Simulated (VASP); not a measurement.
# PbS (Fm-3m) in VASP: a series of runs

PbS is run at these levels: PBEsol; tasks: single point.

Program: VASP 6.6.1. These are calculated values, not measurements. Logs are shortened: lines on timing, memory, paths and dates and some standing lists are left out, and cuts for length are marked.

**1. The cell of the first run**

The structure is cubic, space group Fm-3m (No. 225). The conventional cell has a = 5.935 Å, b = 5.935 Å, c = 5.935 Å, α = 90.00°, β = 90.00°, γ = 90.00°. Within 3.9 Å of Pb (site symmetry m-3m) lie 6 S at 2.97 Å. Within 3.9 Å of S (site symmetry m-3m) lie 6 Pb at 2.97 Å.

**2. Single point, PBEsol (strained)**

Contents of INCAR:

```
SYSTEM = PbS
ALGO = Normal
EDIFF = 1E-7
ENCUT = 520
GGA = PS
ISIF = 2
ISMEAR = 0
LASPH = .True.
LCHARG = .False.
LREAL = .False.
LWAVE = .False.
NBANDS = 17
NELM = 100
PREC = Accurate
SIGMA = 0.05
```

Contents of KPOINTS:

```
k-points
0
Gamma
  10 10 10
  0 0 0
```

Contents of POSCAR:

```
PbS
1.0
    0.0000000000      2.9675795500      2.9675795500
    2.9675795500      0.0000000000      2.9675795500
    2.9675795500      2.9675795500      0.0000000000
Pb S
1 1
Direct
    0.0000000000      0.0000000000      0.0000000000
    0.5000000000      0.5000000000      0.5000000000
```

Potentials or basis: VASP PAW PBE potentials, release 64 (Pb_d, S).

On the command line:

```bash
$ cat potpaw_PBE.64/Pb_d/POTCAR potpaw_PBE.64/S/POTCAR > POTCAR
$ mpirun -np 1 vasp_std > vasp.out
```

OUTCAR:

```text
SYSTEM = PbS
   EDIFF = 1E-7
   ENCUT = 520
   GGA = PS
   ISIF = 2
   ISMEAR = 0
   LASPH = .True.
   LREAL = .False.
   NELM = 100
   PREC = Accurate

 ion  position               nearest neighbor table
   1  0.000  0.000  0.000-   2 2.97   2 2.97   2 2.97   2 2.97   2 2.97   2 2.97
   2  0.500  0.500  0.500-   1 2.97   1 2.97   1 2.97   1 2.97   1 2.97   1 2.97

  LATTYP: Found a face centered cubic cell.
 ALAT       =     5.9351591000

  Lattice vectors:

 A1 = (   0.0000000000,   2.9675795500,   2.9675795500)
 A2 = (   2.9675795500,   0.0000000000,   2.9675795500)
 A3 = (   2.9675795500,   2.9675795500,   0.0000000000)

Analysis of symmetry for initial positions (statically):
=====================================================================
 Subroutine PRICEL returns:
 Original cell was already a primitive cell.

 Routine SETGRP: Setting up the symmetry group for a
 face centered cubic supercell.

 Subroutine GETGRP returns: Found 48 space group operations
 (whereof 48 operations were pure point group operations)
 out of a pool of 48 trial point group operations.

The static configuration has the point symmetry O_h .

Analysis of symmetry for dynamics (positions and initial velocities):
=====================================================================
 Subroutine PRICEL returns:
 Original cell was already a primitive cell.

 Routine SETGRP: Setting up the symmetry group for a
 face centered cubic supercell.

 Subroutine GETGRP returns: Found 48 space group operations
 (whereof 48 operations were pure point group operations)
 out of a pool of 48 trial point group operations.

The dynamic configuration has the point symmetry O_h .

 Subroutine INISYM returns: Found 48 space group operations
 (whereof 48 operations are pure point group operations),
 and found     1 'primitive' translations

----------------------------------------------------------------------------------------

                                     Primitive cell

  volume of cell :      52.2681

  direct lattice vectors                    reciprocal lattice vectors
     0.000000000  2.967579550  2.967579550    -0.168487480  0.168487480  0.168487480
     2.967579550  0.000000000  2.967579550     0.168487480 -0.168487480  0.168487480
     2.967579550  2.967579550  0.000000000     0.168487480  0.168487480 -0.168487480

  length of vectors
[... 80 lines left out ...]
   ENCUT  =  520.0 eV  38.22 Ry    6.18 a.u.   7.80  7.80  7.80*2*pi/ulx,y,z
   NELM   =    100;   NELMIN=  2; NELMDL= -5     # of ELM steps
   EDIFF  = 0.1E-06   stopping-criterion for ELM
   LREAL  =      F    real-space projection
   EDIFFG = 0.1E-05   stopping-criterion for IOM
   NSW    =      0    number of steps for IOM
   IBRION =     -1    ionic relax: 0-MD 1-quasi-New 2-CG
   NFREE  =      0    steps in history (QN), initial steepest desc. (CG)
   ISIF   =      2    stress and relaxation
   ISYM   =      2    0-nonsym 1-usesym 2-fastsym
   POTIM  = 0.5000    time-step for ionic-motion
   TEBEG  =    0.0;   TEEND  =   0.0 temperature during run
   PSTRESS=    0.0 pullay stress
   NELECT =      20.0000    total number of electrons
   NUPDOWN=      -1.0000    fix difference up-down
   EMIN   =  10.00;   EMAX   =-10.00  energy-range for DOS
   EFERMI =   0.00;   METHOD = LEGACY
   ISMEAR =     0;   SIGMA  =   0.05  broadening in eV -4-tet -1-fermi 0-gaus
   EFERMI_NEDOS =   21; number of points for ismear=-14 and -15
   IALGO  =     38    algorithm
   IMIX   =      4    mixing-type and parameters
     AMIX     =   0.40;   BMIX     =  1.00
     AMIX_MAG =   1.60;   BMIX_MAG =  1.00
  volume/ion in A,a.u.               =      26.13       176.36
  Fermi-wavevector in a.u.,A,eV,Ry     =   1.188518  2.245974 19.219253  1.412575
  Thomas-Fermi vector in A             =   2.324646
   LORBIT       =      0    0 simple, 1 ext, 2 COOP (PROOUT), +10 PAW based schemes
   GGA     = PS    functional components
   LHFCALC =     F    Hartree Fock is set to
   AEXX    =    0.0000 exact exchange contribution
   IVDW    =     0    specifies the selected vdW correction
   LEPSILON=     F    determine dielectric tensor
   LRPA    =     F    only Hartree local field effects (RPA)
 non-spin polarized calculation
 Gauss-broadening in eV      SIGMA  =   0.05
  energy-cutoff  :      520.00
  volume of cell :       52.27
 maximum number of plane-waves:      1422
   NGX = 15   NGY = 15   NGZ = 15

 number of electron      19.9999998 magnetization

 Free energy of the ion-electron system (eV)
  ---------------------------------------------------
  ext. energy  EPLUGINS =         0.00000000
  ---------------------------------------------------
  free energy    TOTEN  =        -9.45448264 eV

  energy without entropy =       -9.45448240  energy(sigma->0) =       -9.45448252

 E-fermi :   5.7924     XC(G=0):  -9.8785

 val. band max:        5.6618969002   @ k =   0.5000   0.0000   0.0000
 cond. band min:       5.9229889636   @ k =   0.5000   0.0000   0.0000
 fundamental gap:      0.2610920635
 Fermi energy:         5.7924425627

 k-point     1 :       0.0000    0.0000    0.0000
  band No.  band energies     occupation
      1     -11.0761      2.00000
      2     -11.0761      2.00000
      3     -11.0761      2.00000
      4     -11.0627      2.00000
      5     -11.0627      2.00000
      6      -7.9223      2.00000
[... 457 lines left out ...]
      4     -11.0295      2.00000
      5     -11.0251      2.00000
      6      -6.6529      2.00000
[... 9 lines left out ...]
     16      16.5966      0.00000
     17      17.2793      0.00000

 [... further k-points ...]

------------------------ aborting loop because EDIFF is reached ----------------------------------------

  FORCE on cell =-STRESS in cart. coord.  units (eV):
  Direction    XX          YY          ZZ          XY          YZ          ZX
  --------------------------------------------------------------------------------------
  -------------------------------------------------------------------------------------
  Total       -0.3213081     -0.3213081     -0.3213081      0.0000000     -0.0000000      0.0000000
  in kB       -9.8490687     -9.8490687     -9.8490687      0.0000000     -0.0000000      0.0000000
  external PRESSURE =      -9.8490687 kB  Pullay stress =       0.0000000 kB

 VOLUME and BASIS-vectors are now :
 -----------------------------------------------------------------------------
  energy-cutoff  :      520.00
  volume of cell :       52.27
      direct lattice vectors                 reciprocal lattice vectors
     0.000000000  2.967579550  2.967579550    -0.168487480  0.168487480  0.168487480
     2.967579550  0.000000000  2.967579550     0.168487480 -0.168487480  0.168487480
     2.967579550  2.967579550  0.000000000     0.168487480  0.168487480 -0.168487480

 POSITION                                       TOTAL-FORCE (eV/Angst)
 -----------------------------------------------------------------------------------
      0.00000      0.00000      0.00000         0.000000     -0.000000     -0.000000
      2.96758      2.96758      2.96758        -0.000000      0.000000      0.000000
 -----------------------------------------------------------------------------------
    total drift:                                0.000000     -0.000000     -0.000000

  FREE ENERGIE OF THE ION-ELECTRON SYSTEM (eV)
  ---------------------------------------------------
  free  energy   TOTEN  =        -9.4544826439 eV

  energy  without entropy=       -9.4544823968  energy(sigma->0) =       -9.45448252
```

OSZICAR:

```text
N       E                     dE             d eps       ncg     rms          rms(c)
DAV:   1     0.156093924372E+03    0.15609E+03   -0.97230E+03  1622   0.124E+03
DAV:   2     0.216263624755E+01   -0.15393E+03   -0.14836E+03  1712   0.313E+02
DAV:   3    -0.956814072079E+01   -0.11731E+02   -0.11652E+02  2158   0.903E+01
DAV:   4    -0.985023203977E+01   -0.28209E+00   -0.28186E+00  2008   0.155E+01
DAV:   5    -0.986089046406E+01   -0.10658E-01   -0.10658E-01  2331   0.290E+00    0.434E+00
DAV:   6    -0.945811889152E+01    0.40277E+00   -0.11529E+00  2560   0.758E+00    0.290E+00
DAV:   7    -0.945483136887E+01    0.32875E-02   -0.10902E-01  1935   0.169E+00    0.160E+00
DAV:   8    -0.945474634995E+01    0.85019E-04   -0.11673E-02  1878   0.109E+00    0.205E-01
DAV:   9    -0.945440795450E+01    0.33840E-03   -0.23682E-03  2540   0.386E-01    0.734E-02
DAV:  10    -0.945448368955E+01   -0.75735E-04   -0.18979E-04  1823   0.827E-02    0.413E-02
DAV:  11    -0.945448260994E+01    0.10796E-05   -0.19728E-05  2275   0.452E-02    0.794E-03
DAV:  12    -0.945448272303E+01   -0.11309E-06   -0.10804E-06  2203   0.129E-02    0.433E-03
DAV:  13    -0.945448264391E+01    0.79119E-07   -0.17666E-07  1535   0.238E-03
   1 F= -.94544826E+01 E0= -.94544825E+01  d E =-.247138E-06
```

Run time: 41 s. Hardware: 1 thread of Intel Xeon 8259CL, shared host; peak memory 0.19 GiB.

Results:

| Item | Value |
| --- | --- |
| Free energy | -9.4545 eV |
| Pressure | -1.0 GPa |
| Band gap on the k mesh | 0.26 eV |

Levels at points of the mesh, in eV from the valence-band top:
```tsv
k point	band 8	band 9	band 10	band 11	band 12	band 13
(0.00, 0.00, 0.00)	-2.16	-2.16	-2.16	5.16	5.16	5.16
(0.50, 0.00, 0.00)	-1.76	-1.76	0.00	0.26	1.90	1.90
(0.50, 0.50, 0.00)	-5.24	-3.45	-3.45	3.73	5.52	5.64
```

Caveat: the cell differs from its parent crystal (strained); the PAW data sets were made with another functional, which shifts forces and pressure a little; spin-orbit coupling is left out, which moves the levels of the heavy elements. A k mesh can miss the band edges.

**3. Single point, PBEsol (strained)**

Contents of INCAR:

```
PREC = Accurate
ENCUT = 520
EDIFF = 1E-7
ISMEAR = 0
SIGMA = 0.05
LREAL = F
LASPH = T
NELM = 100
ALGO = Normal
ISIF = 2
LWAVE = F
LCHARG = T
GGA = PS
LELF = T
LVHAR = T
NBANDS = 17
```

Contents of KPOINTS:

```
regular mesh
0
Gamma
  10 10 10
```

Contents of POSCAR:

```
PbS
1.0
    0.0000000000      2.9988010000      2.9988010000
    2.9988010000      0.0000000000      2.9988010000
    2.9988010000      2.9988010000      0.0000000000
Pb S
1 1
Direct
    0.0000000000      0.0000000000      0.0000000000
    0.5000000000      0.5000000000      0.5000000000
```

Potentials or basis: VASP PAW PBE potentials, release 64 (Pb_d, S).

On the command line:

```bash
$ cat potpaw_PBE.64/Pb_d/POTCAR potpaw_PBE.64/S/POTCAR > POTCAR
$ mpirun -np 1 vasp_std > vasp.out
```

OUTCAR:

```text
PREC = Accurate
   ENCUT = 520
   EDIFF = 1E-7
   ISMEAR = 0
   LREAL = F
   LASPH = T
   NELM = 100
   ISIF = 2
   GGA = PS

 ion  position               nearest neighbor table
   1  0.000  0.000  0.000-   2 3.00   2 3.00   2 3.00   2 3.00   2 3.00   2 3.00
   2  0.500  0.500  0.500-   1 3.00   1 3.00   1 3.00   1 3.00   1 3.00   1 3.00

  LATTYP: Found a face centered cubic cell.
 ALAT       =     5.9976020000

  Lattice vectors:

[... 664 lines left out ...]

 [... further k-points ...]

------------------------ aborting loop because EDIFF is reached ----------------------------------------

  FORCE on cell =-STRESS in cart. coord.  units (eV):
  Direction    XX          YY          ZZ          XY          YZ          ZX
  --------------------------------------------------------------------------------------
  -------------------------------------------------------------------------------------
  Total       -0.8843340     -0.8843340     -0.8843340      0.0000000      0.0000000      0.0000000
  in kB      -26.2696315    -26.2696315    -26.2696315      0.0000000      0.0000000      0.0000000
  external PRESSURE =     -26.2696315 kB  Pullay stress =       0.0000000 kB

 VOLUME and BASIS-vectors are now :
 -----------------------------------------------------------------------------
  energy-cutoff  :      520.00
  volume of cell :       53.94
      direct lattice vectors                 reciprocal lattice vectors
     0.000000000  2.998801000  2.998801000    -0.166733304  0.166733304  0.166733304
     2.998801000  0.000000000  2.998801000     0.166733304 -0.166733304  0.166733304
     2.998801000  2.998801000  0.000000000     0.166733304  0.166733304 -0.166733304

 POSITION                                       TOTAL-FORCE (eV/Angst)
 -----------------------------------------------------------------------------------
      0.00000      0.00000      0.00000        -0.000000      0.000000     -0.000000
      2.99880      2.99880      2.99880         0.000000     -0.000000      0.000000
 -----------------------------------------------------------------------------------
    total drift:                                0.000000     -0.000000     -0.000000

  FREE ENERGIE OF THE ION-ELECTRON SYSTEM (eV)
  ---------------------------------------------------
  free  energy   TOTEN  =        -9.4362174978 eV

  energy  without entropy=       -9.4362174976  energy(sigma->0) =       -9.43621750
```

stdout:

```text
POSCAR found type information on POSCAR PbS
 POSCAR found :  2 types and       2 ions
 scaLAPACK will be used
 -----------------------------------------------------------------------------
|                                                                             |
|                                                                             |
|     You enforced a specific xc type in the INCAR file but a different       |
|     I HOPE YOU KNOW WHAT YOU ARE DOING!                                     |
|                                                                             |
 -----------------------------------------------------------------------------

 LDA part: xc-table for (Slater+PW92), standard interpolation
 POSCAR, INCAR and KPOINTS ok, starting setup
 FFT: planning ... GRIDC
 FFT: planning ... GRID_SOFT
 FFT: planning ... GRID
 WAVECAR not read
 entering main loop
```

It took 44 s on 1 thread of Intel Xeon 8259CL, shared host; peak memory 0.2 GiB.

Results:

- Free energy: -9.4362 eV
- Pressure: -2.6 GPa
- Band gap on the k mesh: 0.37 eV

Caveat: the cell differs from its parent crystal (strained); the PAW data sets were made with another functional, which shifts forces and pressure a little; spin-orbit coupling is left out, which moves the levels of the heavy elements.

(Part 1 of 2 ends here.)
